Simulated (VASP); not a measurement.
# BeS in VASP: a series of runs

The runs below take BeS through single point, with PBE.

All numbers are computed with VASP 6.6.1; they aren't measurements. Logs are shortened: lines on timing, memory, paths and dates and some standing lists are left out, and cuts for length are marked.

**1. The cell of the first run**

Symmetry: F-43m, No. 216, cubic system. Conventional cell: a = 4.869 Å, b = 4.869 Å, c = 4.869 Å, α = 90.00°, β = 90.00°, γ = 90.00°. Within 2.8 Å of Be (site symmetry -43m) lie 4 S at 2.11 Å. S (site symmetry -43m) has 4 Be at 2.11 Å within 2.8 Å.

**2. Single point, PBE**

INCAR reads:

```
ALGO = Normal
EDIFF = 1E-7
ENCUT = 520
GGA = PE
ISIF = 2
ISMEAR = 0
LASPH = T
LCHARG = F
LREAL = F
LWAVE = F
NBANDS = 11
NELM = 100
PREC = Accurate
SIGMA = 0.01
```

KPOINTS reads:

```
k-points
0
Gamma
  6 6 6
```

POSCAR reads:

```
BeS
1.0
    0.0000000000      2.4343066359      2.4343066359
    2.4343066359      0.0000000000      2.4343066359
    2.4343066359      2.4343066359      0.0000000000
Be S
1 1
Direct
    0.0000000000      0.0000000000      0.0000000000
    0.2500000000      0.2500000000      0.2500000000
```

Potentials or basis: VASP PAW PBE potentials, release 64 (Be, S).

Run with:

```sh
> cat potpaw_PBE.64/Be/POTCAR potpaw_PBE.64/S/POTCAR > POTCAR
> mpirun -np 1 vasp_std > vasp.out
```

OUTCAR:

```text
EDIFF = 1E-7
   ENCUT = 520
   GGA = PE
   ISIF = 2
   ISMEAR = 0
   LASPH = T
   LREAL = F
   NELM = 100
   PREC = Accurate

 ion  position               nearest neighbor table
   1  0.000  0.000  0.000-   2 2.11   2 2.11   2 2.11   2 2.11
   2  0.250  0.250  0.250-   1 2.11   1 2.11   1 2.11   1 2.11

  LATTYP: Found a face centered cubic cell.
 ALAT       =     4.8686132718

  Lattice vectors:

 A1 = (   0.0000000000,   2.4343066359,   2.4343066359)
 A2 = (   2.4343066359,   0.0000000000,   2.4343066359)
 A3 = (   2.4343066359,   2.4343066359,   0.0000000000)

Analysis of symmetry for initial positions (statically):
=====================================================================
 Subroutine PRICEL returns:
 Original cell was already a primitive cell.

 Routine SETGRP: Setting up the symmetry group for a
 face centered cubic supercell.

 Subroutine GETGRP returns: Found 24 space group operations
 (whereof 24 operations were pure point group operations)
 out of a pool of 48 trial point group operations.

The static configuration has the point symmetry T_d .

Analysis of symmetry for dynamics (positions and initial velocities):
=====================================================================
 Subroutine PRICEL returns:
 Original cell was already a primitive cell.

 Routine SETGRP: Setting up the symmetry group for a
 face centered cubic supercell.

 Subroutine GETGRP returns: Found 24 space group operations
 (whereof 24 operations were pure point group operations)
 out of a pool of 48 trial point group operations.

The dynamic configuration has the point symmetry T_d .

 Subroutine INISYM returns: Found 24 space group operations
 (whereof 24 operations are pure point group operations),
 and found     1 'primitive' translations

----------------------------------------------------------------------------------------

                                     Primitive cell

  volume of cell :      28.8507

  direct lattice vectors                    reciprocal lattice vectors
     0.000000000  2.434306636  2.434306636    -0.205397296  0.205397296  0.205397296
     2.434306636  0.000000000  2.434306636     0.205397296 -0.205397296  0.205397296
     2.434306636  2.434306636  0.000000000     0.205397296  0.205397296 -0.205397296

  length of vectors
     3.442629459  3.442629459  3.442629459     0.355758552  0.355758552  0.355758552

  position of ions in fractional coordinates (direct lattice)
     0.000000000  0.000000000  0.000000000
     0.250000000  0.250000000  0.250000000

  ion indices of the primitive-cell ions
   primitive index   ion index
                 1           1
                 2           2

----------------------------------------------------------------------------------------

 KPOINTS: k-points

Automatic generation of k-mesh.
 Grid dimensions read from file:
 generate k-points for:    6    6    6

 Generating k-lattice:

  Cartesian coordinates                     Fractional coordinates (reciprocal lattice)
    -0.034232883  0.034232883  0.034232883     0.166666667  0.000000000  0.000000000
     0.034232883 -0.034232883  0.034232883     0.000000000  0.166666667  0.000000000
     0.034232883  0.034232883 -0.034232883     0.000000000  0.000000000  0.166666667

  Length of vectors
     0.059293092  0.059293092  0.059293092

  Shift w.r.t. Gamma in fractional coordinates (k-lattice)
     0.000000000  0.000000000  0.000000000

 Subroutine IBZKPT returns following result:
 ===========================================

 Found     16 irreducible k-points:

 Following reciprocal coordinates:
            Coordinates               Weight
  0.000000  0.000000  0.000000      1.000000
  0.166667  0.000000  0.000000      8.000000
  0.333333  0.000000  0.000000      8.000000
  0.500000  0.000000  0.000000      4.000000
  0.166667  0.166667  0.000000      6.000000
  0.333333  0.166667  0.000000     24.000000
[... 8 lines left out ...]
 -0.333333  0.333333  0.166667     24.000000
 -0.333333  0.500000  0.166667     12.000000
   k-points           NKPTS =     16   k-points in BZ     NKDIM =     16   number of bands    NBANDS=     11
   number of dos      NEDOS =    301   number of ions     NIONS =      2
   total plane-waves  NPLWV =  21952
   dimension x,y,z NGX =    28 NGY =   28 NGZ =   28
   dimension x,y,z NGXF=    56 NGYF=   56 NGZF=   56
   ions per type =               1   1
   NGX,Y,Z   is equivalent  to a cutoff of  13.52, 13.52, 13.52 a.u.
   NGXF,Y,Z  is equivalent  to a cutoff of  27.04, 27.04, 27.04 a.u.
 SYSTEM =  unknown system
   PREC   = accura    normal or accurate (medium, high low for compatibility)
   ISTART =      0    job   : 0-new  1-cont  2-samecut
   ICHARG =      2    charge: 1-file 2-atom 10-const
   ISPIN  =      1    spin polarized calculation?
   LNONCOLLINEAR =      F non collinear calculations
   LSORBIT =      F    spin-orbit coupling
   LASPH  =      T    aspherical Exc in radial PAW
   ENCUT  =  520.0 eV  38.22 Ry    6.18 a.u.   6.40  6.40  6.40*2*pi/ulx,y,z
   NELM   =    100;   NELMIN=  2; NELMDL= -5     # of ELM steps
   EDIFF  = 0.1E-06   stopping-criterion for ELM
   LREAL  =      F    real-space projection
   EDIFFG = 0.1E-05   stopping-criterion for IOM
   NSW    =      0    number of steps for IOM
   IBRION =     -1    ionic relax: 0-MD 1-quasi-New 2-CG
   NFREE  =      0    steps in history (QN), initial steepest desc. (CG)
   ISIF   =      2    stress and relaxation
   ISYM   =      2    0-nonsym 1-usesym 2-fastsym
   POTIM  = 0.5000    time-step for ionic-motion
   TEBEG  =    0.0;   TEEND  =   0.0 temperature during run
   PSTRESS=    0.0 pullay stress
   NELECT =       8.0000    total number of electrons
   NUPDOWN=      -1.0000    fix difference up-down
   EMIN   =  10.00;   EMAX   =-10.00  energy-range for DOS
   EFERMI =   0.00;   METHOD = LEGACY
   ISMEAR =     0;   SIGMA  =   0.01  broadening in eV -4-tet -1-fermi 0-gaus
   EFERMI_NEDOS =   21; number of points for ismear=-14 and -15
   IALGO  =     38    algorithm
   IMIX   =      4    mixing-type and parameters
     AMIX     =   0.40;   BMIX     =  1.00
     AMIX_MAG =   1.60;   BMIX_MAG =  1.00
  volume/ion in A,a.u.               =      14.43        97.35
  Fermi-wavevector in a.u.,A,eV,Ry     =   1.067545  2.017368 15.505913  1.139652
  Thomas-Fermi vector in A             =   2.203165
   LORBIT       =      0    0 simple, 1 ext, 2 COOP (PROOUT), +10 PAW based schemes
   GGA     = PE    functional components
   LHFCALC =     F    Hartree Fock is set to
   AEXX    =    0.0000 exact exchange contribution
   IVDW    =     0    specifies the selected vdW correction
   LEPSILON=     F    determine dielectric tensor
   LRPA    =     F    only Hartree local field effects (RPA)
 non-spin polarized calculation
 Gauss-broadening in eV      SIGMA  =   0.01
  energy-cutoff  :      520.00
  volume of cell :       28.85
 maximum number of plane-waves:       791
 NGX is ok and might be reduce to    28
   NGX = 13   NGY = 13   NGZ = 13

 number of electron       7.9999999 magnetization

 Free energy of the ion-electron system (eV)
  ---------------------------------------------------
  ext. energy  EPLUGINS =         0.00000000
  ---------------------------------------------------
  free energy    TOTEN  =       -10.01050939 eV

  energy without entropy =      -10.01050939  energy(sigma->0) =      -10.01050939

 E-fermi :   4.1973     XC(G=0):  -9.6825

 val. band max:        4.0585570479   @ k =   0.0000   0.0000   0.0000
 cond. band min:       7.1938000440   @ k =   0.5000   0.5000   0.0000
 fundamental gap:      3.1352429961
 Fermi energy:         4.1973015806

 k-point     1 :       0.0000    0.0000    0.0000
  band No.  band energies     occupation
      1      -9.5576      2.00000
      2       4.0586      2.00000
      3       4.0586      2.00000
      4       4.0586      2.00000
      5       9.7316      0.00000
      6       9.7316      0.00000
      7       9.7316      0.00000
      8       9.8471      0.00000
      9      16.8488      0.00000
     10      16.8488      0.00000
     11      18.8406      0.00000

 k-point     2 :       0.1667    0.0000    0.0000
  band No.  band energies     occupation
      1      -9.2518      2.00000
      2       2.1898      2.00000
      3       3.7380      2.00000
      4       3.7380      2.00000
      5       9.6197      0.00000
      6      10.2893      0.00000
      7      10.2893      0.00000
      8      11.8434      0.00000
      9      15.9378      0.00000
     10      15.9378      0.00000
     11      18.5655      0.00000

 k-point     3 :       0.3333    0.0000    0.0000
  band No.  band energies     occupation
      1      -8.4907      2.00000
      2      -0.4477      2.00000
      3       3.2421      2.00000
      4       3.2421      2.00000
      5       9.5384      0.00000
      6      10.7152      0.00000
      7      10.7152      0.00000
      8      14.3816      0.00000
      9      16.6625      0.00000
     10      16.6625      0.00000
     11      18.2375      0.00000

 k-point     4 :       0.5000    0.0000    0.0000
  band No.  band energies     occupation
      1      -7.9782      2.00000
      2      -1.6559      2.00000
      3       3.0398      2.00000
      4       3.0398      2.00000
      5       9.4950      0.00000
      6      10.6223      0.00000
      7      10.6223      0.00000
      8      15.2115      0.00000
      9      18.9445      0.00000
     10      18.9445      0.00000
     11      19.1463      0.00000
[... 127 lines left out ...]
 k-point    14 :       0.5000    0.3333    0.1667
  band No.  band energies     occupation
      1      -7.9302      2.00000
      2      -0.2766      2.00000
      3       1.1098      2.00000
      4       2.1779      2.00000
      5       9.8156      0.00000
      6      11.0942      0.00000
      7      11.8267      0.00000
      8      14.3022      0.00000
      9      16.6243      0.00000
     10      18.5952      0.00000
     11      20.6423      0.00000

 k-point    15 :      -0.3333    0.3333    0.1667
  band No.  band energies     occupation
      1      -7.5577      2.00000
      2      -0.7438      2.00000
      3       0.6607      2.00000
      4       1.7099      2.00000
      5      10.2390      0.00000
      6      11.0673      0.00000
      7      13.4642      0.00000
      8      14.2953      0.00000
      9      15.2371      0.00000
     10      19.4542      0.00000
     11      20.3219      0.00000

 k-point    16 :      -0.3333    0.5000    0.1667
  band No.  band energies     occupation
      1      -7.4069      2.00000
      2      -0.4882      2.00000
      3       0.6893      2.00000
      4       0.9178      2.00000
      5       9.2087      0.00000
      6      10.7242      0.00000
      7      14.0282      0.00000
      8      14.4901      0.00000
      9      18.4251      0.00000
     10      18.4692      0.00000
     11      20.9761      0.00000

------------------------ aborting loop because EDIFF is reached ----------------------------------------

  FORCE on cell =-STRESS in cart. coord.  units (eV):
  Direction    XX          YY          ZZ          XY          YZ          ZX
  --------------------------------------------------------------------------------------
  -------------------------------------------------------------------------------------
  Total        0.0865100      0.0865100      0.0865100      0.0000000      0.0000000     -0.0000000
  in kB        4.8041988      4.8041988      4.8041988      0.0000000      0.0000000     -0.0000000
  external PRESSURE =       4.8041988 kB  Pullay stress =       0.0000000 kB

 VOLUME and BASIS-vectors are now :
 -----------------------------------------------------------------------------
  energy-cutoff  :      520.00
  volume of cell :       28.85
      direct lattice vectors                 reciprocal lattice vectors
     0.000000000  2.434306636  2.434306636    -0.205397296  0.205397296  0.205397296
     2.434306636  0.000000000  2.434306636     0.205397296 -0.205397296  0.205397296
     2.434306636  2.434306636  0.000000000     0.205397296  0.205397296 -0.205397296

 POSITION                                       TOTAL-FORCE (eV/Angst)
 -----------------------------------------------------------------------------------
      0.00000      0.00000      0.00000        -0.000000     -0.000000     -0.000000
      1.21715      1.21715      1.21715         0.000000      0.000000      0.000000
 -----------------------------------------------------------------------------------
    total drift:                               -0.000000     -0.000000      0.000000

  FREE ENERGIE OF THE ION-ELECTRON SYSTEM (eV)
  ---------------------------------------------------
  free  energy   TOTEN  =       -10.0105093905 eV

  energy  without entropy=      -10.0105093905  energy(sigma->0) =      -10.01050939
```

Run time: 7.8 s. Hardware: 1 thread of Intel Xeon Platinum 8259CL at 2.50GHz (Skylake/Cascade Lake), shared host; peak memory 0.14 GiB.

What came out:

- Free energy: -10.0105 eV
- Pressure: 0.5 GPa
- Band gap on the k mesh: 3.14 eV, indirect (least direct gap 5.67 eV)

A k mesh can miss the band edges.

(Part 1 of 2 ends here.)
